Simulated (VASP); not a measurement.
# MgO (P3m1) in VASP: notebook

Runs on MgO. Level: PBEsol. Tasks: single point.

Everything below comes from runs of VASP 6.6.1. Logs are shortened: lines on timing, memory, paths and dates and some standing lists are left out, and cuts for length are marked.

**1. The cell of the first run**

The structure is trigonal, space group P3m1 (No. 156). Conventional cell: a = 2.938 Å, b = 2.938 Å, c = 2.680 Å, α = 90.00°, β = 90.00°, γ = 120.00°. Mg (site symmetry 3m) has 6 O at 2.12 to 2.21 Å and 2 Mg at 2.68 Å within 2.8 Å. O (site symmetry 3m) has 6 Mg at 2.12 to 2.21 Å and 2 O at 2.68 Å within 2.8 Å.

**2. Single point, PBEsol**

INCAR

```
SYSTEM = MgO
ALGO = Normal
EDIFF = 1E-6
ENCUT = 520
GGA = PS
ISIF = 2
ISMEAR = 0
LASPH = .True.
LCHARG = .False.
LREAL = .False.
LWAVE = .False.
NBANDS = 11
NELM = 100
PREC = Accurate
SIGMA = 0.05
```

KPOINTS

```
k-points
0
Gamma
  9 9 8
  0 0 0
```

POSCAR

```
MgO
1.0
    2.9380209034      0.0000000000      0.0000000000
   -1.4690104517      2.5444007392      0.0000000000
    0.0000000000      0.0000000000      2.6796800000
Mg O
1 1
Direct
    0.0000000000      0.0000000000      0.0000000000
    0.3333333333      0.6666666667      0.4720115835
```

Potentials or basis: VASP PAW PBE potentials, release 64 (Mg, O).

Command:

```bash
$ cat potpaw_PBE.64/Mg/POTCAR potpaw_PBE.64/O/POTCAR > POTCAR
$ mpirun -np 1 vasp_std > vasp.out
```

OUTCAR:

```text
SYSTEM = MgO
   EDIFF = 1E-6
   ENCUT = 520
   GGA = PS
   ISIF = 2
   ISMEAR = 0
   LASPH = .True.
   LREAL = .False.
   NELM = 100
   PREC = Accurate

 ion  position               nearest neighbor table
   1  0.000  0.000  0.000-   2 2.12   2 2.12   2 2.12   2 2.21   2 2.21   2 2.21
   2  0.333  0.667  0.472-   1 2.12   1 2.12   1 2.12   1 2.21   1 2.21   1 2.21

  LATTYP: Found a hexagonal cell.
 ALAT       =     2.9380209034
 C/A-ratio  =     0.9120697531

  Lattice vectors:

 A1 = (   2.9380209034,   0.0000000000,   0.0000000000)
 A2 = (  -1.4690104517,   2.5444007392,   0.0000000000)
 A3 = (   0.0000000000,   0.0000000000,   2.6796800000)

Analysis of symmetry for initial positions (statically):
=====================================================================
 Subroutine PRICEL returns:
 Original cell was already a primitive cell.

 Routine SETGRP: Setting up the symmetry group for a
 hexagonal supercell.

 Subroutine GETGRP returns: Found  6 space group operations
 (whereof  6 operations were pure point group operations)
 out of a pool of 24 trial point group operations.

The static configuration has the point symmetry C_3v.

Analysis of symmetry for dynamics (positions and initial velocities):
=====================================================================
 Subroutine PRICEL returns:
 Original cell was already a primitive cell.

 Routine SETGRP: Setting up the symmetry group for a
 hexagonal supercell.

 Subroutine GETGRP returns: Found  6 space group operations
 (whereof  6 operations were pure point group operations)
 out of a pool of 24 trial point group operations.

The dynamic configuration has the point symmetry C_3v.

 Subroutine INISYM returns: Found  6 space group operations
 (whereof  6 operations are pure point group operations),
 and found     1 'primitive' translations

----------------------------------------------------------------------------------------

                                     Primitive cell

  volume of cell :      20.0320

  direct lattice vectors                    reciprocal lattice vectors
     2.938020903  0.000000000  0.000000000     0.340365175  0.196509926  0.000000000
    -1.469010452  2.544400739  0.000000000     0.000000000  0.393019851  0.000000000
     0.000000000  0.000000000  2.679680000     0.000000000  0.000000000  0.373178887

  length of vectors
     2.938020903  2.938020903  2.679680000     0.393019851  0.393019851  0.373178887

  position of ions in fractional coordinates (direct lattice)
     0.000000000  0.000000000  0.000000000
     0.333333333  0.666666667  0.472011583

  ion indices of the primitive-cell ions
   primitive index   ion index
                 1           1
                 2           2

----------------------------------------------------------------------------------------

 KPOINTS: k-points

Automatic generation of k-mesh.
 Grid dimensions read from file:
 generate k-points for:    9    9    8

 Generating k-lattice:

  Cartesian coordinates                     Fractional coordinates (reciprocal lattice)
     0.037818353  0.021834436  0.000000000     0.111111111 -0.000000000  0.000000000
     0.000000000  0.043668872  0.000000000     0.000000000  0.111111111  0.000000000
     0.000000000  0.000000000  0.046647361     0.000000000  0.000000000  0.125000000

  Length of vectors
     0.043668872  0.043668872  0.046647361

  Shift w.r.t. Gamma in fractional coordinates (k-lattice)
     0.000000000  0.000000000  0.000000000

 Subroutine IBZKPT returns following result:
 ===========================================

 Found     81 irreducible k-points:

 Following reciprocal coordinates:
            Coordinates               Weight
  0.000000  0.000000  0.000000      1.000000
  0.111111 -0.000000  0.000000      6.000000
  0.222222 -0.000000  0.000000      6.000000
  0.333333 -0.000000  0.000000      6.000000
  0.444444 -0.000000  0.000000      6.000000
  0.111111  0.111111  0.000000      6.000000
[... 16 lines left out ...]
  0.222222  0.111111  0.125000     12.000000
 -0.111111  0.333333  0.125000     12.000000
 [... further k-points ...]
   k-points           NKPTS =     81   k-points in BZ     NKDIM =     81   number of bands    NBANDS=     11
   number of dos      NEDOS =    301   number of ions     NIONS =      2
   total plane-waves  NPLWV =  11520
   dimension x,y,z NGX =    24 NGY =   24 NGZ =   20
   dimension x,y,z NGXF=    48 NGYF=   48 NGZF=   40
   ions per type =               1   1
   NGX,Y,Z   is equivalent  to a cutoff of  13.58, 13.58, 12.41 a.u.
   NGXF,Y,Z  is equivalent  to a cutoff of  27.16, 27.16, 24.82 a.u.
 SYSTEM =  MgO
   PREC   = accura    normal or accurate (medium, high low for compatibility)
   ISTART =      0    job   : 0-new  1-cont  2-samecut
   ICHARG =      2    charge: 1-file 2-atom 10-const
   ISPIN  =      1    spin polarized calculation?
   LNONCOLLINEAR =      F non collinear calculations
   LSORBIT =      F    spin-orbit coupling
   LASPH  =      T    aspherical Exc in radial PAW
   ENCUT  =  520.0 eV  38.22 Ry    6.18 a.u.   5.46  5.46  4.98*2*pi/ulx,y,z
   NELM   =    100;   NELMIN=  2; NELMDL= -5     # of ELM steps
   EDIFF  = 0.1E-05   stopping-criterion for ELM
   LREAL  =      F    real-space projection
[... 7 lines left out ...]
   TEBEG  =    0.0;   TEEND  =   0.0 temperature during run
   PSTRESS=    0.0 pullay stress
   NELECT =       8.0000    total number of electrons
   NUPDOWN=      -1.0000    fix difference up-down
   EMIN   =  10.00;   EMAX   =-10.00  energy-range for DOS
   EFERMI =   0.00;   METHOD = LEGACY
   ISMEAR =     0;   SIGMA  =   0.05  broadening in eV -4-tet -1-fermi 0-gaus
   EFERMI_NEDOS =   21; number of points for ismear=-14 and -15
   IALGO  =     38    algorithm
   IMIX   =      4    mixing-type and parameters
     AMIX     =   0.40;   BMIX     =  1.00
     AMIX_MAG =   1.60;   BMIX_MAG =  1.00
  volume/ion in A,a.u.               =      10.02        67.59
  Fermi-wavevector in a.u.,A,eV,Ry     =   1.205583  2.278221 19.775115  1.453430
  Thomas-Fermi vector in A             =   2.341275
   LORBIT       =      0    0 simple, 1 ext, 2 COOP (PROOUT), +10 PAW based schemes
   GGA     = PS    functional components
   LHFCALC =     F    Hartree Fock is set to
   AEXX    =    0.0000 exact exchange contribution
   IVDW    =     0    specifies the selected vdW correction
   LEPSILON=     F    determine dielectric tensor
   LRPA    =     F    only Hartree local field effects (RPA)
 non-spin polarized calculation
 Gauss-broadening in eV      SIGMA  =   0.05
  energy-cutoff  :      520.00
  volume of cell :       20.03
 maximum number of plane-waves:       562
 NGX is ok and might be reduce to    24
   NGX = 11   NGY = 11   NGZ =  9

 number of electron       7.9999996 magnetization

 Free energy of the ion-electron system (eV)
  ---------------------------------------------------
  ext. energy  EPLUGINS =         0.00000000
  ---------------------------------------------------
  free energy    TOTEN  =       -11.80687621 eV

  energy without entropy =      -11.80687621  energy(sigma->0) =      -11.80687621

 E-fermi :   3.4682     XC(G=0): -10.9520

 val. band max:        3.1881053794   @ k =   0.3333   0.3333   0.0000
 cond. band min:       6.1014982289   @ k =   0.0000   0.0000   0.0000
 fundamental gap:      2.9133928495
 Fermi energy:         3.4681602485

 k-point     1 :       0.0000    0.0000    0.0000
  band No.  band energies     occupation
      1     -14.1931      2.00000
      2       2.5652      2.00000
      3       2.5652      2.00000
      4       2.7741      2.00000
      5       6.1015      0.00000
      6      14.9147      0.00000
      7      18.6333      0.00000
      8      18.6333      0.00000
      9      22.5367      0.00000
     10      24.2669      0.00000
     11      25.5749      0.00000

 k-point     2 :       0.1111   -0.0000    0.0000
  band No.  band energies     occupation
      1     -14.0842      2.00000
      2       1.7602      2.00000
      3       2.4732      2.00000
      4       2.8164      2.00000
      5       6.8598      0.00000
      6      14.9157      0.00000
      7      17.4951      0.00000
      8      18.9495      0.00000
      9      23.4394      0.00000
     10      24.3784      0.00000
     11      25.7784      0.00000

 k-point     3 :       0.2222   -0.0000    0.0000
  band No.  band energies     occupation
      1     -13.7933      2.00000
      2       0.3335      2.00000
      3       2.2507      2.00000
      4       2.9206      2.00000
      5       8.1624      0.00000
      6      14.2843      0.00000
      7      16.8507      0.00000
      8      19.7047      0.00000
      9      23.1107      0.00000
     10      24.0034      0.00000
     11      26.5323      0.00000

 k-point     4 :       0.3333   -0.0000    0.0000
  band No.  band energies     occupation
      1     -13.4321      2.00000
      2      -0.9254      2.00000
      3       2.0137      2.00000
      4       3.0435      2.00000
      5       9.1933      0.00000
      6      13.5499      0.00000
      7      16.7310      0.00000
      8      20.4405      0.00000
      9      22.4853      0.00000
     10      24.0445      0.00000
     11      28.1365      0.00000

 k-point     5 :       0.4444   -0.0000    0.0000
  band No.  band energies     occupation
      1     -13.1745      2.00000
      2      -1.6605      2.00000
      3       1.8671      2.00000
      4       3.1266      2.00000
      5       9.6139      0.00000
      6      13.5656      0.00000
      7      16.2404      0.00000
      8      20.8278      0.00000
      9      22.0571      0.00000
     10      24.8270      0.00000
     11      28.1368      0.00000
[... 211 lines left out ...]
 k-point    21 :       0.0000    0.4444    0.1250
  band No.  band energies     occupation
      1     -13.0720      2.00000
      2      -1.4774      2.00000
      3       1.9345      2.00000
      4       2.4424      2.00000
      5       9.8877      0.00000
      6      13.3165      0.00000
      7      16.8834      0.00000
      8      20.2934      0.00000
      9      20.5228      0.00000
     10      26.2306      0.00000
     11      27.1216      0.00000

 k-point    22 :       0.1111    0.1111    0.1250
  band No.  band energies     occupation
      1     -13.7557      2.00000
      2       0.8134      2.00000
      3       2.0710      2.00000
      4       2.3114      2.00000
      5       8.4414      0.00000
      6      14.6707      0.00000
      7      17.2175      0.00000
      8      19.3331      0.00000
      9      21.9846      0.00000
     10      24.1689      0.00000
     11      26.3436      0.00000

 k-point    23 :       0.2222    0.1111    0.1250
  band No.  band energies     occupation
      1     -13.4386      2.00000
      2      -0.2578      2.00000
      3       1.9124      2.00000
      4       2.2364      2.00000
      5       9.4582      0.00000
      6      13.9895      0.00000
      7      17.2771      0.00000
      8      19.1143      0.00000
      9      21.4268      0.00000
     10      24.3762      0.00000
     11      27.2481      0.00000

 k-point    24 :      -0.1111    0.3333    0.1250
  band No.  band energies     occupation
      1     -13.4387      2.00000
      2      -0.2583      2.00000
      3       1.9153      2.00000
      4       2.2386      2.00000
      5       9.4718      0.00000
      6      13.8487      0.00000
      7      17.2992      0.00000
      8      19.2541      0.00000
      9      21.7765      0.00000
     10      24.0260      0.00000
     11      27.0805      0.00000

 [... further k-points ...]

------------------------ aborting loop because EDIFF is reached ----------------------------------------

  FORCE on cell =-STRESS in cart. coord.  units (eV):
  Direction    XX          YY          ZZ          XY          YZ          ZX
  --------------------------------------------------------------------------------------
  -------------------------------------------------------------------------------------
  Total       -0.4749978     -0.4749978     -0.4908986     -0.0000000     -0.0000000      0.0000000
  in kB      -37.9908345    -37.9908345    -39.2625966     -0.0000000     -0.0000000      0.0000000
  external PRESSURE =     -38.4147552 kB  Pullay stress =       0.0000000 kB

 VOLUME and BASIS-vectors are now :
 -----------------------------------------------------------------------------
  energy-cutoff  :      520.00
  volume of cell :       20.03
      direct lattice vectors                 reciprocal lattice vectors
     2.938020903  0.000000000  0.000000000     0.340365175  0.196509926  0.000000000
    -1.469010452  2.544400739  0.000000000     0.000000000  0.393019851  0.000000000
     0.000000000  0.000000000  2.679680000     0.000000000  0.000000000  0.373178887

 POSITION                                       TOTAL-FORCE (eV/Angst)
 -----------------------------------------------------------------------------------
      0.00000      0.00000      0.00000         0.000000      0.000000     -0.255854
     -0.00000      1.69627      1.26484        -0.000000     -0.000000      0.255854
 -----------------------------------------------------------------------------------
    total drift:                                0.000000     -0.000000      0.000122

  FREE ENERGIE OF THE ION-ELECTRON SYSTEM (eV)
  ---------------------------------------------------
  free  energy   TOTEN  =       -11.8068762148 eV

  energy  without entropy=      -11.8068762148  energy(sigma->0) =      -11.80687621
```

It took 8.8 s on 1 thread of Intel Xeon Platinum 8375C at 2.90GHz (Ice Lake), shared host; peak memory 0.14 GiB.

Results:

```
Free energy            : -11.8069 eV
Pressure               : -3.8 GPa
Largest force          : 0.256 eV/Å
Band gap on the k mesh : 2.91 eV, indirect (least direct gap 3.33 eV)
```

Forces on the atoms (eV/Å):
```
Mg   0.000  0.000 -0.256
O    0.000  0.000  0.256
```

Stress tensor (GPa, compression positive):
```
-3.80  0.00  0.00
 0.00 -3.80  0.00
 0.00  0.00 -3.93
```

Caveat: the cell differs from its parent crystal (all O atoms moved +0.075 Å, as atom 2 towards its neighbour atom 2 (O) at 2.680 Å); the PAW data sets were made with another functional, which shifts forces and pressure a little. A k mesh can miss the band edges.

(Continued in part 2 of 2.)
